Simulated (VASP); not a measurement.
Crystal: GaN.

```
Ga N
1.0
     0.00000    2.24895    2.24895
     2.24895    0.00000    2.24895
     2.24895    2.24895    0.00000
Ga N
1 1
Direct
  0.00000 0.00000 0.00000
  0.25000 0.25000 0.25000
```

Base run:

- Program: VASP 6.6.1
- Functional: r2SCAN0
- Potentials or basis: VASP PAW PBE potentials, release 64 (Ga_d, N)
- Cutoff: 520 eV
- k mesh: 6 × 6 × 6
- Occupations: gaussian, width 0.01 eV
- Spin: no spin polarisation

Its results: band gap on the k mesh 4.02 eV; pressure -2.6 GPa.

The run is repeated on the same cell with these changes: functional from r2SCAN0 to r2SCANh; share of exact exchange from 0.25 to 0.1. What comes out?

Band gap on the k mesh 2.89 eV; pressure -0.5 GPa.

Caveats: the structure was generated, so it needn't be the stable form of GaN; the PAW data sets were made with another functional, which shifts forces and pressure a little.

